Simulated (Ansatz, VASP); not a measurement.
**Two plane-wave programs on Mg2ZnO3**

File INCAR:

```
SYSTEM = Mg2ZnO3
  ALGO = Normal
  EDIFF = 1E-7
  ENCUT = 520
  GGA = PS
  ISIF = 2
  ISMEAR = 0
  LASPH = .TRUE.
  LCHARG = .TRUE.
  LELF = .TRUE.
  LREAL = .FALSE.
  LVHAR = .TRUE.
  LWAVE = .FALSE.
  NBANDS = 26
  NELM = 80
  PREC = Accurate
  SIGMA = 0.01
```

Contents of KPOINTS:

```
k-points
0
G
  7 7 3
  0 0 0
```

The input POSCAR:

```
Mg2ZnO3
1.0
    3.0329990000      0.0000000000      0.0000000000
   -1.5164990000      2.6266540000      0.0000000000
    0.0000000000      0.0000000000      7.4033160000
Mg Zn O
2 1 3
Direct
    0.3333333333      0.6666666667      0.6658000000
    0.6666666667      0.3333333333      0.3342000000
    0.0000000000      0.0000000000      0.0000000000
    0.3333333333      0.6666666667      0.1726190000
    0.6666666667      0.3333333333      0.8273810000
    0.0000000000      0.0000000000      0.5000000000
```

Input for Ansatz:

```yaml
crystal:
  lattice:
    - [3.032999, 0.0, 0.0]
    - [-1.516499, 2.626654, 0.0]
    - [0.0, 0.0, 7.403316]
  atoms:
    - { symbol: Mg, position: [0.3333333333333333, 0.6666666666666666, 0.6658] }
    - { symbol: Mg, position: [0.6666666666666666, 0.3333333333333333, 0.3342] }
    - { symbol: Zn, position: [0.0, 0.0, 0.0] }
    - { symbol: O, position: [0.3333333333333333, 0.6666666666666666, 0.172619] }
    - { symbol: O, position: [0.6666666666666666, 0.3333333333333333, 0.827381] }
    - { symbol: O, position: [0.0, 0.0, 0.5] }
basis:
  ecutwfc: 450.0
kpoints:
  mp_grid:
    grid: [7, 7, 3]
hamiltonian:
  xc: pbesol
scf:
  occupations:
    method: fixed
output:
  polarization: {}
```

Alike in both runs: task single point; functional PBEsol; k mesh 7 × 7 × 3; no spin polarisation.

|  | VASP | Ansatz |
| --- | --- | --- |
| version | VASP 6.6.1 | Ansatz 0.2.0 |
| potentials or method | VASP PAW PBE potentials, release 64 (Mg, Zn, O), cutoff 520 eV | plane waves, PAW |
| occupations | gaussian, width 0.01 eV | fixed |
| valence electrons in the cell | 34 | 50 |

|  | VASP | Ansatz | Ansatz less VASP |
| --- | --- | --- | --- |
| gap on the k mesh at the Fermi level (eV) | 2.80 | 2.82 | +0.017 |

VASP's potentials were made for PBE, not for PBEsol. VASP's potentials hold 34 valence electrons a cell and Ansatz's 50, so a difference there can come from the potentials and not from the codes.
